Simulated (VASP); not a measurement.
A run of VASP 6.6.1 is set up as follows.

File INCAR:

```
SYSTEM = Cl
ALGO = Normal ; EDIFF = 1E-6
ENCUT = 520 ; GGA = CA
ISIF = 2 ; ISMEAR = -1
LASPH = .TRUE. ; LCHARG = .FALSE.
LREAL = .FALSE. ; LWAVE = .FALSE.
NBANDS = 14 ; NELM = 100
PREC = Accurate ; SIGMA = 0.05
```

File KPOINTS:

```
k-points
0
G
  15 15 8
  0 0 0
```

Contents of POSCAR:

```
Cl
1.0
    3.3971155270      0.0000000000      0.0000000000
   -1.6985577635      2.9419883459      0.0000000000
    0.0000000000      0.0000000000      3.8893186575
Cl
2
Direct
    0.3333333333      0.6666666667      0.2500000000
    0.6666666667      0.3333333333      0.7500000000
```

Potentials or basis: VASP PAW LDA potentials, release 64 (Cl).

The run is started by

```sh
$ cat potpaw_LDA.64/Cl/POTCAR > POTCAR
$ mpirun -np 1 vasp_std > vasp.out
```

(1) Predict the pressure.

(2) Predict the band gap on the k mesh.

Results:

(1) -0.1 GPa.

(2) zero (band 7 reaches 4.13 eV, above the bottom of band 8 at 1.96 eV).
